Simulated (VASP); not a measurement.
Write the native input for VASP 6.6.1 that does the following.

```
Task                   : single point
Functional             : PBE
Potentials or basis    : VASP PAW PBE potentials, release 64 (In_d, Sb)
Cutoff                 : 520 eV
k mesh                 : 16 × 16 × 8
Occupations            : gaussian, width 0.15 eV
Spin                   : no spin polarisation
Dipole correction      : no
Further INCAR settings : ALGO = Normal; EDIFF = 1e-06; NBANDS = 16
```

The structure of InSb lies in POSCAR:

```
InSb
1.0
    3.0305061600      0.0000000000      0.0000000000
    0.0000000000      3.0305061600      0.0000000000
    0.0000000000      0.0000000000      6.2154700000
In Sb
1 1
Direct
    0.0000000000      0.0000000000      0.0000000000
    0.0000000000      0.0000000000      0.5000000000
```

This cell differs from its parent crystal: strain -0.015 along x and y, +0.000 along z.

The input as run:

INCAR

```
SYSTEM = InSb
ALGO = Normal ; EDIFF = 1E-6
ENCUT = 520 ; GGA = PE
ISIF = 2 ; ISMEAR = 0
LASPH = .True. ; LCHARG = .False.
LREAL = .False. ; LWAVE = .False.
NBANDS = 16 ; NELM = 60
PREC = Accurate ; SIGMA = 0.15
```

KPOINTS

```
k-points
0
Gamma
  16 16 8
  0 0 0
```

Potentials or basis: VASP PAW PBE potentials, release 64 (In_d, Sb).

Launch:

```sh
$ cat potpaw_PBE.64/In_d/POTCAR potpaw_PBE.64/Sb/POTCAR > POTCAR
$ mpirun -np 1 vasp_std > vasp.out
```

It gave:

```json
{
  "Pressure": "2.1 GPa",
  "Band gap on the k mesh": "zero (band 9 reaches 11.48 eV, above the bottom of band 10 at 5.25 eV)"
}
```

Caveat: the cell differs from its parent crystal (strain -0.015 along x and y, +0.000 along z); spin-orbit coupling is left out, which moves the levels of the heavy elements.

Run time: 120 s on 1 thread of Intel(R) Xeon(R) Platinum 8375C CPU @ 2.90GHz (Ice Lake), with other jobs on the host, peak memory 0.33 GiB.
